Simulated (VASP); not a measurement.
# Ni (Fm-3m) in VASP: a series of runs

The runs below take Ni through single point, with PBEsol.

Everything below comes from runs of VASP 6.6.1. Logs are shortened: lines on timing, memory, paths and dates and some standing lists are left out, and cuts for length are marked.

**1. The cell of the first run**

Symmetry: Fm-3m, No. 225, cubic system. Conventional cell: a = 3.535 Å, b = 3.535 Å, c = 3.535 Å, α = 90.00°, β = 90.00°, γ = 90.00°. Within 3.3 Å of Ni (site symmetry m-3m) lie 12 Ni at 2.50 Å.

**2. Single point, PBEsol, collinear spin, ferromagnetic start**

INCAR reads:

```
SYSTEM = Ni
PREC = Accurate
ENCUT = 520
EDIFF = 1E-6
ISMEAR = 0
SIGMA = 0.1
LREAL = .False.
LASPH = .True.
NELM = 150
ALGO = Normal
ISIF = 2
LWAVE = .False.
LCHARG = .False.
ISPIN = 2
MAGMOM = 1.9
LORBIT = 11
NUPDOWN = 1.9
LMAXMIX = 4
GGA = PS
NBANDS = 15
```

KPOINTS reads:

```
regular mesh
0
Gamma
  14 14 14
  0 0 0
```

POSCAR reads:

```
Ni
1.0
    0.0000000000      1.7673000000      1.7673000000
    1.7673000000      0.0000000000      1.7673000000
    1.7673000000      1.7673000000      0.0000000000
Ni
1
Direct
    0.0000000000      0.0000000000      0.0000000000
```

Potentials or basis: VASP PAW PBE potentials, release 64 (Ni).

Started as:

```bash
> cat potpaw_PBE.64/Ni/POTCAR > POTCAR
> mpirun -np 1 vasp_std > vasp.out
```

OUTCAR:

```text
SYSTEM = Ni
   PREC = Accurate
   ENCUT = 520
   EDIFF = 1E-6
   ISMEAR = 0
   LREAL = .False.
   LASPH = .True.
   NELM = 150
   ISIF = 2
   ISPIN = 2
   LORBIT = 11
   NUPDOWN = 1.9
   GGA = PS

 ion  position               nearest neighbor table
   1  0.000  0.000  0.000-

  LATTYP: Found a face centered cubic cell.
 ALAT       =     3.5346000000

  Lattice vectors:

 A1 = (   0.0000000000,   1.7673000000,   1.7673000000)
 A2 = (   1.7673000000,   0.0000000000,   1.7673000000)
 A3 = (   1.7673000000,   1.7673000000,   0.0000000000)

Analysis of symmetry for initial positions (statically):
=====================================================================
 Subroutine PRICEL returns:
 Original cell was already a primitive cell.

 Routine SETGRP: Setting up the symmetry group for a
 face centered cubic supercell.

 Subroutine GETGRP returns: Found 48 space group operations
 (whereof 48 operations were pure point group operations)
 out of a pool of 48 trial point group operations.

The static configuration has the point symmetry O_h .

Analysis of symmetry for dynamics (positions and initial velocities):
=====================================================================
 Subroutine PRICEL returns:
 Original cell was already a primitive cell.

 Routine SETGRP: Setting up the symmetry group for a
 face centered cubic supercell.

 Subroutine GETGRP returns: Found 48 space group operations
 (whereof 48 operations were pure point group operations)
 out of a pool of 48 trial point group operations.

The dynamic configuration has the point symmetry O_h .

Analysis of structural, dynamic, and magnetic symmetry:
=====================================================================
 Subroutine PRICEL returns:
 Original cell was already a primitive cell.

 Routine SETGRP: Setting up the symmetry group for a
 face centered cubic supercell.

 Subroutine GETGRP returns: Found 48 space group operations
 (whereof 48 operations were pure point group operations)
 out of a pool of 48 trial point group operations.

The overall configuration has the point symmetry O_h .

 Subroutine INISYM returns: Found 48 space group operations
 (whereof 48 operations are pure point group operations),
 and found     1 'primitive' translations

----------------------------------------------------------------------------------------

                                     Primitive cell

  volume of cell :      11.0398

  direct lattice vectors                    reciprocal lattice vectors
     0.000000000  1.767300000  1.767300000    -0.282917445  0.282917445  0.282917445
     1.767300000  0.000000000  1.767300000     0.282917445 -0.282917445  0.282917445
     1.767300000  1.767300000  0.000000000     0.282917445  0.282917445 -0.282917445

  length of vectors
     2.499339629  2.499339629  2.499339629     0.490027389  0.490027389  0.490027389

  position of ions in fractional coordinates (direct lattice)
     0.000000000  0.000000000  0.000000000

  ion indices of the primitive-cell ions
   primitive index   ion index
                 1           1

----------------------------------------------------------------------------------------

 KPOINTS: regular mesh

Automatic generation of k-mesh.
 Grid dimensions read from file:
 generate k-points for:   14   14   14

 Generating k-lattice:

  Cartesian coordinates                     Fractional coordinates (reciprocal lattice)
    -0.020208389  0.020208389  0.020208389     0.071428571  0.000000000  0.000000000
     0.020208389 -0.020208389  0.020208389     0.000000000  0.071428571  0.000000000
     0.020208389  0.020208389 -0.020208389     0.000000000  0.000000000  0.071428571

  Length of vectors
     0.035001956  0.035001956  0.035001956

  Shift w.r.t. Gamma in fractional coordinates (k-lattice)
     0.000000000  0.000000000  0.000000000

 Subroutine IBZKPT returns following result:
 ===========================================

 Found    104 irreducible k-points:

 Following reciprocal coordinates:
            Coordinates               Weight
  0.000000  0.000000  0.000000      1.000000
  0.071429  0.000000  0.000000      8.000000
  0.142857  0.000000  0.000000      8.000000
  0.214286  0.000000  0.000000      8.000000
  0.285714  0.000000  0.000000      8.000000
  0.357143  0.000000  0.000000      8.000000
[... 16 lines left out ...]
  0.214286  0.142857  0.000000     24.000000
  0.285714  0.142857  0.000000     24.000000
 [... further k-points ...]
   k-points           NKPTS =    104   k-points in BZ     NKDIM =    104   number of bands    NBANDS=     15
   number of dos      NEDOS =    301   number of ions     NIONS =      1
   total plane-waves  NPLWV =   8000
   dimension x,y,z NGX =    20 NGY =   20 NGZ =   20
   dimension x,y,z NGXF=    40 NGYF=   40 NGZF=   40
   ions per type =               1
   NGX,Y,Z   is equivalent  to a cutoff of  13.30, 13.30, 13.30 a.u.
   NGXF,Y,Z  is equivalent  to a cutoff of  26.61, 26.61, 26.61 a.u.
 SYSTEM =  Ni
   PREC   = accura    normal or accurate (medium, high low for compatibility)
   ISTART =      0    job   : 0-new  1-cont  2-samecut
   ICHARG =      2    charge: 1-file 2-atom 10-const
   ISPIN  =      2    spin polarized calculation?
   LNONCOLLINEAR =      F non collinear calculations
   LSORBIT =      F    spin-orbit coupling
   LASPH  =      T    aspherical Exc in radial PAW
   ENCUT  =  520.0 eV  38.22 Ry    6.18 a.u.   4.65  4.65  4.65*2*pi/ulx,y,z
   NELM   =    150;   NELMIN=  2; NELMDL= -5     # of ELM steps
   EDIFF  = 0.1E-05   stopping-criterion for ELM
   LREAL  =      F    real-space projection
   EDIFFG = 0.1E-04   stopping-criterion for IOM
   NSW    =      0    number of steps for IOM
   IBRION =     -1    ionic relax: 0-MD 1-quasi-New 2-CG
   NFREE  =      0    steps in history (QN), initial steepest desc. (CG)
   ISIF   =      2    stress and relaxation
   ISYM   =      2    0-nonsym 1-usesym 2-fastsym
   POTIM  = 0.5000    time-step for ionic-motion
   TEBEG  =    0.0;   TEEND  =   0.0 temperature during run
   PSTRESS=    0.0 pullay stress
   NELECT =      10.0000    total number of electrons
   NUPDOWN=       1.9000    fix difference up-down
   EMIN   =  10.00;   EMAX   =-10.00  energy-range for DOS
   EFERMI =   0.00;   METHOD = LEGACY
   ISMEAR =     0;   SIGMA  =   0.10  broadening in eV -4-tet -1-fermi 0-gaus
   EFERMI_NEDOS =   21; number of points for ismear=-14 and -15
   IALGO  =     38    algorithm
   IMIX   =      4    mixing-type and parameters
     AMIX     =   0.40;   BMIX     =  1.00
     AMIX_MAG =   1.60;   BMIX_MAG =  1.00
  volume/ion in A,a.u.               =      11.04        74.50
  Fermi-wavevector in a.u.,A,eV,Ry     =   1.583998  2.993322 34.137682  2.509049
  Thomas-Fermi vector in A             =   2.683683
   LORBIT       =     11    0 simple, 1 ext, 2 COOP (PROOUT), +10 PAW based schemes
   GGA     = PS    functional components
   LHFCALC =     F    Hartree Fock is set to
   AEXX    =    0.0000 exact exchange contribution
   IVDW    =     0    specifies the selected vdW correction
   LEPSILON=     F    determine dielectric tensor
   LRPA    =     F    only Hartree local field effects (RPA)
 spin polarized calculation
 Gauss-broadening in eV      SIGMA  =   0.10
  energy-cutoff  :      520.00
  volume of cell :       11.04
 maximum number of plane-waves:       307
   NGX =  9   NGY =  9   NGZ =  9

 number of electron      10.0000010 magnetization       1.9000002

 Free energy of the ion-electron system (eV)
  ---------------------------------------------------
  ext. energy  EPLUGINS =         0.00000000
  ---------------------------------------------------
  free energy    TOTEN  =        -4.68564058 eV

  energy without entropy =       -4.67793477  energy(sigma->0) =       -4.68178768

 E-fermi :   8.1880     XC(G=0): -13.4267

 val. band max:       13.5045385492   @ k =  -0.3571   0.4286   0.0714
 cond. band min:       8.1899723622   @ k =  -0.3571   0.4286   0.1429
 fundamental gap:     -5.3145661870
 Fermi energy:        13.5378431721

 spin component 1

 k-point     1 :       0.0000    0.0000    0.0000
  band No.  band energies     occupation
      1      -0.3572      1.00000
      2       5.3904      1.00000
      3       5.3904      1.00000
      4       5.3904      1.00000
      5       6.3810      1.00000
      6       6.3810      1.00000
      7      32.2187      0.00000
      8      35.8817      0.00000
      9      35.8817      0.00000
     10      35.8817      0.00000
     11      38.5621      0.00000
     12      38.5621      0.00000
     13      38.5621      0.00000
     14      41.9290      0.00000
     15      47.8099      0.00000

 k-point     2 :       0.0714    0.0000    0.0000
  band No.  band energies     occupation
      1      -0.1605      1.00000
      2       5.3470      1.00000
      3       5.4311      1.00000
      4       5.4311      1.00000
      5       6.3653      1.00000
      6       6.3653      1.00000
      7      31.3713      0.00000
      8      33.8833      0.00000
      9      35.3719      0.00000
     10      35.3719      0.00000
     11      39.3048      0.00000
     12      39.3048      0.00000
     13      39.9027      0.00000
     14      43.4840      0.00000
     15      46.0486      0.00000
[... 365 lines left out ...]
      3       5.7311      1.00000
      4       5.7881      1.00000
      5       6.1046      1.00000
      6       6.5698      1.00000
      7      27.4033      0.00000
      8      30.0461      0.00000
      9      30.8010      0.00000
     10      32.9617      0.00000
     11      36.8857      0.00000
     12      42.4783      0.00000
     13      44.2520      0.00000
     14      44.9771      0.00000
     15      49.2210      0.00000

 k-point    24 :       0.2857    0.1429    0.0000
  band No.  band energies     occupation
      1       2.2160      1.00000
      2       4.8215      1.00000
      3       5.5898      1.00000
      4       5.8406      1.00000
      5       6.4494      1.00000
      6       6.7025      1.00000
      7      23.7383      0.00000
      8      29.2422      0.00000
      9      30.1109      0.00000
     10      32.6155      0.00000
     11      37.5911      0.00000
     12      41.7609      0.00000
     13      43.7047      0.00000
     14      45.7597      0.00000
     15      50.0599      0.00000

 [... further k-points ...]

 spin component 2

 k-point     1 :       0.0000    0.0000    0.0000
  band No.  band energies     occupation
      1       0.4170      1.00000
      2       7.0574      1.00000
      3       7.0574      1.00000
      4       7.0574      1.00000
      5       8.0764      0.94265
      6       8.0764      0.94265
      7      32.9454      0.00000
      8      36.6795      0.00000
      9      36.6795      0.00000
     10      36.6795      0.00000
     11      39.5229      0.00000
     12      39.5229      0.00000
     13      39.5229      0.00000
     14      42.6547      0.00000
     15      48.7412      0.00000

 k-point     2 :       0.0714    0.0000    0.0000
  band No.  band energies     occupation
      1       0.6142      1.00000
      2       7.0070      1.00000
      3       7.1006      1.00000
      4       7.1006      1.00000
      5       8.0589      0.96606
      6       8.0589      0.96606
      7      32.1783      0.00000
      8      34.6750      0.00000
      9      36.2130      0.00000
     10      36.2130      0.00000
     11      40.2155      0.00000
     12      40.2155      0.00000
     13      40.7349      0.00000
     14      44.2678      0.00000
     15      46.9859      0.00000
[... 365 lines left out ...]
      3       7.4005      1.00000
      4       7.4744      1.00000
      5       7.7644      1.00000
      6       8.2792      0.09861
      7      28.3320      0.00000
      8      30.9481      0.00000
      9      31.6509      0.00000
     10      33.8000      0.00000
     11      37.8594      0.00000
     12      43.2926      0.00000
     13      45.0162      0.00000
     14      45.7645      0.00000
     15      50.1724      0.00000

 k-point    24 :       0.2857    0.1429    0.0000
  band No.  band energies     occupation
      1       3.0436      1.00000
      2       6.4047      1.00000
      3       7.2278      1.00000
      4       7.5215      1.00000
      5       8.1087      0.86876
      6       8.4284      0.00034
      7      24.7028      0.00000
      8      30.1423      0.00000
      9      30.9594      0.00000
     10      33.5237      0.00000
     11      38.4990      0.00000
     12      42.5672      0.00000
     13      44.5072      0.00000
     14      46.6275      0.00000
     15      50.9692      0.00000

 [... further k-points ...]

------------------------ aborting loop because EDIFF is reached ----------------------------------------

  FORCE on cell =-STRESS in cart. coord.  units (eV):
  Direction    XX          YY          ZZ          XY          YZ          ZX
  --------------------------------------------------------------------------------------
  -------------------------------------------------------------------------------------
  Total        0.6664531      0.6664531      0.6664531     -0.0000000      0.0000000      0.0000000
  in kB       96.7206817     96.7206817     96.7206817     -0.0000000      0.0000000      0.0000000
  external PRESSURE =      96.7206817 kB  Pullay stress =       0.0000000 kB

 VOLUME and BASIS-vectors are now :
 -----------------------------------------------------------------------------
  energy-cutoff  :      520.00
  volume of cell :       11.04
      direct lattice vectors                 reciprocal lattice vectors
     0.000000000  1.767300000  1.767300000    -0.282917445  0.282917445  0.282917445
     1.767300000  0.000000000  1.767300000     0.282917445 -0.282917445  0.282917445
     1.767300000  1.767300000  0.000000000     0.282917445  0.282917445 -0.282917445

 POSITION                                       TOTAL-FORCE (eV/Angst)
 -----------------------------------------------------------------------------------
      0.00000      0.00000      0.00000         0.000000      0.000000      0.000000
 -----------------------------------------------------------------------------------
    total drift:                                0.000000      0.000000      0.000000

  FREE ENERGIE OF THE ION-ELECTRON SYSTEM (eV)
  ---------------------------------------------------
  free  energy   TOTEN  =        -4.6856405839 eV

  energy  without entropy=       -4.6779347750  energy(sigma->0) =       -4.68178768

 total charge

# of ion       s       p       d       tot
------------------------------------------
    1        0.529   0.640   8.056   9.226

 magnetization (x)

# of ion       s       p       d       tot
------------------------------------------
    1        0.059   0.209   1.518   1.787
```

It took 56 s on 1 thread of Intel Xeon 8259CL, shared host; peak memory 0.15 GiB.

Results:

```yaml
Free_energy: -4.6856 eV
Pressure: 9.7 GPa
Net_moment: 1.90 μB per cell
Site_moments: Ni +1.79 μB
Valence_electrons_inside_the_program's_atomic_spheres: Ni 9.23
```

Caveat: the cell stands under pressure; the PAW data sets were made with another functional, which shifts forces and pressure a little; the total moment is fixed, so each spin has its own Fermi level.

**3. Single point, PBEsol, collinear spin, ferromagnetic start**

INCAR reads:

```
PREC = Accurate ; ENCUT = 520
EDIFF = 1E-7 ; ISMEAR = 0
SIGMA = 0.1 ; LREAL = False
LASPH = True ; NELM = 150
ALGO = Normal ; ISIF = 2
LWAVE = False ; LCHARG = False
ISPIN = 2 ; MAGMOM = 0.24
LORBIT = 11 ; NUPDOWN = 0.24
LMAXMIX = 4 ; GGA = PS
NBANDS = 15
```

KPOINTS reads:

```
regular mesh
0
Gamma
  14 14 14
```

POSCAR is that of step 2.

Potentials or basis: VASP PAW PBE potentials, release 64 (Ni).

Started as:

```bash
> cat potpaw_PBE.64/Ni/POTCAR > POTCAR
> mpirun -np 1 vasp_std > vasp.out
```

OUTCAR:

```text
PREC = Accurate
   ENCUT = 520
   EDIFF = 1E-7
   ISMEAR = 0
   LREAL = False
   LASPH = True
   NELM = 150
   ISIF = 2
   ISPIN = 2
   LORBIT = 11
   NUPDOWN = 0.24
   GGA = PS

 ion  position               nearest neighbor table
   1  0.000  0.000  0.000-

  LATTYP: Found a face centered cubic cell.
 ALAT       =     3.5346000000

  Lattice vectors:

 A1 = (   0.0000000000,   1.7673000000,   1.7673000000)
 A2 = (   1.7673000000,   0.0000000000,   1.7673000000)
 A3 = (   1.7673000000,   1.7673000000,   0.0000000000)

Analysis of symmetry for initial positions (statically):
=====================================================================
 Subroutine PRICEL returns:
 Original cell was already a primitive cell.

 Routine SETGRP: Setting up the symmetry group for a
 face centered cubic supercell.

 Subroutine GETGRP returns: Found 48 space group operations
 (whereof 48 operations were pure point group operations)
 out of a pool of 48 trial point group operations.

The static configuration has the point symmetry O_h .

[... 628 lines left out ...]
     10      36.2762      0.00000
     11      39.2284      0.00000
     12      39.2284      0.00000
     13      39.2284      0.00000
     14      42.1380      0.00000
[... 403 lines left out ...]
      4       7.5874      1.00000
      5       8.1745      1.00000
      6       8.5377      1.00000
      7      24.3951      0.00000
      8      29.8150      0.00000
      9      30.5578      0.00000
     10      33.1907      0.00000
     11      38.1685      0.00000
     12      42.1685      0.00000
     13      44.1173      0.00000
     14      46.2508      0.00000
     15      50.6509      0.00000

 [... further k-points ...]

------------------------ aborting loop because EDIFF is reached ----------------------------------------

  FORCE on cell =-STRESS in cart. coord.  units (eV):
  Direction    XX          YY          ZZ          XY          YZ          ZX
  --------------------------------------------------------------------------------------
  -------------------------------------------------------------------------------------
  Total       -0.8955014     -0.8955014     -0.8955014      0.0000000      0.0000000      0.0000000
  in kB     -129.9618955   -129.9618955   -129.9618955      0.0000000      0.0000000      0.0000000
  external PRESSURE =    -129.9618955 kB  Pullay stress =       0.0000000 kB

 VOLUME and BASIS-vectors are now :
 -----------------------------------------------------------------------------
  energy-cutoff  :      520.00
  volume of cell :       11.04
      direct lattice vectors                 reciprocal lattice vectors
     0.000000000  1.767300000  1.767300000    -0.282917445  0.282917445  0.282917445
     1.767300000  0.000000000  1.767300000     0.282917445 -0.282917445  0.282917445
     1.767300000  1.767300000  0.000000000     0.282917445  0.282917445 -0.282917445

 POSITION                                       TOTAL-FORCE (eV/Angst)
 -----------------------------------------------------------------------------------
      0.00000      0.00000      0.00000         0.000000     -0.000000      0.000000
 -----------------------------------------------------------------------------------
    total drift:                                0.000000      0.000000      0.000000

  FREE ENERGIE OF THE ION-ELECTRON SYSTEM (eV)
  ---------------------------------------------------
  free  energy   TOTEN  =        -6.0721937840 eV

  energy  without entropy=       -6.0524603435  energy(sigma->0) =       -6.06232706

 total charge

# of ion       s       p       d       tot
------------------------------------------
    1        0.491   0.486   8.311   9.289

 magnetization (x)

# of ion       s       p       d       tot
------------------------------------------
    1       -0.004  -0.013   0.264   0.246
```

Wall time 53 s (1 thread of Intel Xeon 8259CL, shared host); peak memory 0.15 GiB.

What came out:

* Free energy: -6.0722 eV
* Pressure: -13.0 GPa
* Net moment: 0.24 μB per cell
* Site moments: Ni +0.25 μB
* Valence electrons inside the program's atomic spheres: Ni 9.29

Caveat: the cell stands under tension; the PAW data sets were made with another functional, which shifts forces and pressure a little; the total moment is fixed, so each spin has its own Fermi level.
